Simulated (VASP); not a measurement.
# SiC (Imm2) in VASP: a series of runs

Runs on SiC. Level: PBE. Tasks: single point.

Everything below comes from runs of VASP 6.6.1. Logs are shortened: lines on timing, memory, paths and dates and some standing lists are left out, and cuts for length are marked.

### Step 1. The cell of the first run

Symmetry: Imm2, No. 44, orthorhombic system. The conventional cell has a = 3.016 Å, b = 3.178 Å, c = 4.380 Å, α = 90.00°, β = 90.00°, γ = 90.00°. Within 2.5 Å of Si (site symmetry mm2) lie 4 C at 1.86 to 1.93 Å. C (site symmetry mm2) has 4 Si at 1.86 to 1.93 Å within 2.5 Å.

### Step 2. Single point, PBE (strain +0.0525 x Voigt [0, 0, 0, 0, 1, 0])

INCAR

```
SYSTEM = SiC
ALGO     = Normal         ! electronic algorithm
EDIFF    = 1E-6           ! SCF threshold, eV
ENCUT    = 520            ! plane-wave cutoff, eV
GGA      = PE             ! functional
ISIF     = 2              ! what is computed and relaxed
ISMEAR   = 0              ! smearing method
LASPH    = .True.         ! aspherical terms in the spheres
LCHARG   = .False.        ! write CHGCAR
LREAL    = .False.        ! projectors in reciprocal space
LWAVE    = .False.        ! write WAVECAR
NBANDS   = 11             ! bands
NELM     = 80             ! most SCF steps
PREC     = Accurate       ! precision mode
SIGMA    = 0.05           ! smearing width, eV
```

KPOINTS

```
k-points
0
Gamma
  10 10 10
  0 0 0
```

POSCAR

```
SiC
1.0
    0.0574839324      2.1898640927      2.1898640927
    2.2473480251      0.0000000000      2.2473480251
    2.1898640927      2.1898640927      0.0574839324
Si C
1 1
Direct
    0.0000000000      0.0000000000      0.0000000000
    0.7500000000      0.7500000000      0.7500000000
```

Potentials or basis: VASP PAW PBE potentials, release 64 (Si, C).

On the command line:

```console
cat potpaw_PBE.64/Si/POTCAR potpaw_PBE.64/C/POTCAR > POTCAR
mpirun -np 1 vasp_std > vasp.out
```

OUTCAR:

```text
SYSTEM = SiC
   EDIFF = 1E-6
   ENCUT = 520
   GGA = PE
   ISIF = 2
   ISMEAR = 0
   LASPH = .True.
   LREAL = .False.
   NELM = 80
   PREC = Accurate

 ion  position               nearest neighbor table
   1  0.000  0.000  0.000-   2 1.86   2 1.86   2 1.93   2 1.93
   2  0.750  0.750  0.750-   1 1.86   1 1.86   1 1.93   1 1.93

  LATTYP: Found a body centered orthorhombic cell.
 ALAT       =     3.0156409428
 B/A-ratio  =     1.0539152760
 C/A-ratio  =     1.4523374196

  Lattice vectors:

 A1 = (   0.0574839324,  -2.1898640927,   2.1898640927)
 A2 = (  -0.0574839324,  -2.1898640927,  -2.1898640927)
 A3 = (   2.1898640927,   2.1898640927,   0.0574839324)

Analysis of symmetry for initial positions (statically):
=====================================================================
 Subroutine PRICEL returns:
 Original cell was already a primitive cell.

 Routine SETGRP: Setting up the symmetry group for a
 body centered orthorhombic supercell.

 Subroutine GETGRP returns: Found  4 space group operations
 (whereof  4 operations were pure point group operations)
 out of a pool of  8 trial point group operations.

The static configuration has the point symmetry C_2v.

Analysis of symmetry for dynamics (positions and initial velocities):
=====================================================================
 Subroutine PRICEL returns:
 Original cell was already a primitive cell.

 Routine SETGRP: Setting up the symmetry group for a
 body centered orthorhombic supercell.

 Subroutine GETGRP returns: Found  4 space group operations
 (whereof  4 operations were pure point group operations)
 out of a pool of  8 trial point group operations.

The dynamic configuration has the point symmetry C_2v.

 Subroutine INISYM returns: Found  4 space group operations
 (whereof  4 operations are pure point group operations),
 and found     1 'primitive' translations

----------------------------------------------------------------------------------------

                                     Primitive cell

  volume of cell :      20.9885

  direct lattice vectors                    reciprocal lattice vectors
     0.057483932  2.189864093  2.189864093    -0.234479766  0.228324672  0.234479766
     2.247348025  0.000000000  2.247348025     0.222484455 -0.228324672  0.222484455
     2.189864093  2.189864093  0.057483932     0.234479766  0.228324672 -0.234479766

  length of vectors
[... 84 lines left out ...]
   EDIFFG = 0.1E-04   stopping-criterion for IOM
   NSW    =      0    number of steps for IOM
   IBRION =     -1    ionic relax: 0-MD 1-quasi-New 2-CG
   NFREE  =      0    steps in history (QN), initial steepest desc. (CG)
   ISIF   =      2    stress and relaxation
   ISYM   =      2    0-nonsym 1-usesym 2-fastsym
   POTIM  = 0.5000    time-step for ionic-motion
   TEBEG  =    0.0;   TEEND  =   0.0 temperature during run
   PSTRESS=    0.0 pullay stress
   NELECT =       8.0000    total number of electrons
   NUPDOWN=      -1.0000    fix difference up-down
   EMIN   =  10.00;   EMAX   =-10.00  energy-range for DOS
   EFERMI =   0.00;   METHOD = LEGACY
   ISMEAR =     0;   SIGMA  =   0.05  broadening in eV -4-tet -1-fermi 0-gaus
   EFERMI_NEDOS =   21; number of points for ismear=-14 and -15
   IALGO  =     38    algorithm
   IMIX   =      4    mixing-type and parameters
     AMIX     =   0.40;   BMIX     =  1.00
     AMIX_MAG =   1.60;   BMIX_MAG =  1.00
  volume/ion in A,a.u.               =      10.49        70.82
  Fermi-wavevector in a.u.,A,eV,Ry     =   1.186982  2.243071 19.169604  1.408926
  Thomas-Fermi vector in A             =   2.323143
   LORBIT       =      0    0 simple, 1 ext, 2 COOP (PROOUT), +10 PAW based schemes
   GGA     = PE    functional components
   LHFCALC =     F    Hartree Fock is set to
   AEXX    =    0.0000 exact exchange contribution
   IVDW    =     0    specifies the selected vdW correction
   LEPSILON=     F    determine dielectric tensor
   LRPA    =     F    only Hartree local field effects (RPA)
 non-spin polarized calculation
 Gauss-broadening in eV      SIGMA  =   0.05
  energy-cutoff  :      520.00
  volume of cell :       20.99
 maximum number of plane-waves:       576
   NGX = 11   NGY = 11   NGZ = 11

 number of electron       8.0000000 magnetization

 Free energy of the ion-electron system (eV)
  ---------------------------------------------------
  ext. energy  EPLUGINS =         0.00000000
  ---------------------------------------------------
  free energy    TOTEN  =       -15.01304030 eV

  energy without entropy =      -15.01304030  energy(sigma->0) =      -15.01304030

 E-fermi :   8.4223     XC(G=0): -11.2936

 val. band max:        8.1022435159   @ k =   0.0000   0.0000   0.0000
 cond. band min:       9.2167474687   @ k =   0.5000   0.0000   0.5000
 fundamental gap:      1.1145039528
 Fermi energy:         8.4223422633

 k-point     1 :       0.0000    0.0000    0.0000
  band No.  band energies     occupation
      1      -7.3502      2.00000
      2       7.8083      2.00000
      3       7.9219      2.00000
      4       8.1022      2.00000
      5      13.5786      0.00000
      6      14.5777      0.00000
      7      15.6174      0.00000
      8      15.7707      0.00000
      9      22.3656      0.00000
     10      22.4202      0.00000
     11      24.1962      0.00000
[... 309 lines left out ...]
 k-point    24 :      -0.3000    0.2000    0.0000
  band No.  band energies     occupation
      1      -4.2779      2.00000
      2       1.7028      2.00000
      3       4.0221      2.00000
      4       6.7445      2.00000
      5      13.3963      0.00000
      6      15.6838      0.00000
      7      16.6176      0.00000
      8      18.2715      0.00000
      9      20.8524      0.00000
     10      23.1828      0.00000
     11      26.6810      0.00000

 [... further k-points ...]
[... 5 lines left out ...]
  --------------------------------------------------------------------------------------
  -------------------------------------------------------------------------------------
  Total        0.1204032      0.0424284      0.1204032     -0.0000000      0.0000000     -1.8208457
  in kB        9.1910754      3.2388063      9.1910754     -0.0000000      0.0000000   -138.9957740
  external PRESSURE =       7.2069857 kB  Pullay stress =       0.0000000 kB

 VOLUME and BASIS-vectors are now :
 -----------------------------------------------------------------------------
  energy-cutoff  :      520.00
  volume of cell :       20.99
      direct lattice vectors                 reciprocal lattice vectors
     0.057483932  2.189864093  2.189864093    -0.234479766  0.228324672  0.234479766
     2.247348025  0.000000000  2.247348025     0.222484455 -0.228324672  0.222484455
     2.189864093  2.189864093  0.057483932     0.234479766  0.228324672 -0.234479766

 POSITION                                       TOTAL-FORCE (eV/Angst)
 -----------------------------------------------------------------------------------
      0.00000      0.00000      0.00000        -0.000000     -0.400693     -0.000000
      3.37102      3.28480      3.37102         0.000000      0.400693      0.000000
 -----------------------------------------------------------------------------------
    total drift:                               -0.000000      0.000099     -0.000000

  FREE ENERGIE OF THE ION-ELECTRON SYSTEM (eV)
  ---------------------------------------------------
  free  energy   TOTEN  =       -15.0130403024 eV

  energy  without entropy=      -15.0130403024  energy(sigma->0) =      -15.01304030
```

OSZICAR:

```text
N       E                     dE             d eps       ncg     rms          rms(c)
DAV:   1     0.451801194207E+01    0.45180E+01   -0.39459E+03  3826   0.614E+02
DAV:   2    -0.162311626011E+02   -0.20749E+02   -0.19835E+02  4828   0.111E+02
DAV:   3    -0.168442400072E+02   -0.61308E+00   -0.61206E+00  4649   0.162E+01
DAV:   4    -0.168465387457E+02   -0.22987E-02   -0.22986E-02  4344   0.128E+00
DAV:   5    -0.168465492770E+02   -0.10531E-04   -0.10531E-04  4651   0.796E-02    0.870E+00
DAV:   6    -0.150673126353E+02    0.17792E+01   -0.65208E+00  4218   0.113E+01    0.383E+00
DAV:   7    -0.150206475443E+02    0.46665E-01   -0.37208E-01  4560   0.351E+00    0.177E+00
DAV:   8    -0.150128194989E+02    0.78280E-02   -0.21238E-02  4290   0.966E-01    0.176E-01
DAV:   9    -0.150129285623E+02   -0.10906E-03   -0.18148E-03  4701   0.248E-01    0.112E-01
DAV:  10    -0.150130336403E+02   -0.10508E-03   -0.24899E-04  4191   0.975E-02    0.299E-02
DAV:  11    -0.150130401549E+02   -0.65147E-05   -0.38600E-05  4530   0.346E-02    0.922E-03
DAV:  12    -0.150130403024E+02   -0.14742E-06   -0.19842E-06  3455   0.905E-03
   1 F= -.15013040E+02 E0= -.15013040E+02  d E =-.447417E-22
```

Run time: 36 s. Hardware: 1 thread of Intel Xeon 8259CL, shared host; peak memory 0.16 GiB.

What came out:

```yaml
Free_energy: -15.0130 eV
Pressure: 0.7 GPa
Largest_force: 0.401 eV/Å
Band_gap_on_the_k_mesh: 1.11 eV (least direct gap 4.01 eV)
```

Forces on the atoms (eV/Å):
```
Si   0.000 -0.401  0.000
C    0.000  0.401  0.000
```

Caveat: the cell differs from its parent crystal (strain +0.0525 x Voigt [0, 0, 0, 0, 1, 0]). A k mesh can miss the band edges.

### Step 3. Single point, PBE (strain +0.0375 x Voigt [0, 0, 0, 0, 1, 0])

INCAR

```
SYSTEM = SiC
PREC     = Accurate       ! precision mode
ENCUT    = 520            ! plane-wave cutoff, eV
EDIFF    = 1E-6           ! SCF threshold, eV
ISMEAR   = 0              ! smearing method
SIGMA    = 0.05           ! smearing width, eV
LREAL    = .False.        ! projectors in reciprocal space
LASPH    = .True.         ! aspherical terms in the spheres
NELM     = 80             ! most SCF steps
ALGO     = Normal         ! electronic algorithm
ISIF     = 2              ! what is computed and relaxed
LWAVE    = .False.        ! write WAVECAR
LCHARG   = .False.        ! write CHGCAR
GGA      = PE             ! functional
NBANDS   = 11             ! bands
```

KPOINTS

```
regular mesh
0
Gamma
  10 10 10
  0 0 0
```

POSCAR

```
SiC
1.0
    0.0410599517      2.1898640927      2.1898640927
    2.2309240444      0.0000000000      2.2309240444
    2.1898640927      2.1898640927      0.0410599517
Si C
1 1
Direct
    0.0000000000      0.0000000000      0.0000000000
    0.7500000000      0.7500000000      0.7500000000
```

Potentials or basis: VASP PAW PBE potentials, release 64 (Si, C).

On the command line:

```console
cat potpaw_PBE.64/Si/POTCAR potpaw_PBE.64/C/POTCAR > POTCAR
mpirun -np 1 vasp_std > vasp.out
```

It took 41 s on 1 thread of Intel Xeon 8259CL, shared host; peak memory 0.16 GiB.

It converged, with:

| Quantity | Value |
| --- | --- |
| Free energy | -15.0365 eV |
| Pressure | 0.3 GPa |
| Largest force | 0.285 eV/Å |
| Band gap on the k mesh | 1.21 eV (least direct gap 4.18 eV) |

Forces on the atoms (eV/Å):
```
Si   0.000 -0.285  0.000
C    0.000  0.285  0.000
```

Stress tensor (GPa, compression positive):
```
 0.45  0.00 -9.91
 0.00  0.14  0.00
-9.91  0.00  0.45
```

Levels at points of the mesh, in eV from the valence-band top:
| k point | band 2 | band 3 | band 4 | band 5 | band 6 | band 7 |
| --- | --- | --- | --- | --- | --- | --- |
| (0.00, 0.00, 0.00) | -0.21 | -0.12 | 0.00 | 5.70 | 6.68 | 7.36 |
| (0.50, 0.00, 0.00) | -8.53 | -1.26 | -1.25 | 4.91 | 6.72 | 7.11 |
| (0.00, 0.50, 0.00) | -8.59 | -1.07 | -1.03 | 5.43 | 7.03 | 7.43 |
| (0.50, 0.50, 0.00) | -7.85 | -3.26 | -3.26 | 1.26 | 4.16 | 13.53 |
| (0.50, 0.00, 0.50) | -7.86 | -3.55 | -2.97 | 1.21 | 4.24 | 13.72 |

Caveat: the cell differs from its parent crystal (strain +0.0375 x Voigt [0, 0, 0, 0, 1, 0]).

(Part 1 of 2 ends here.)
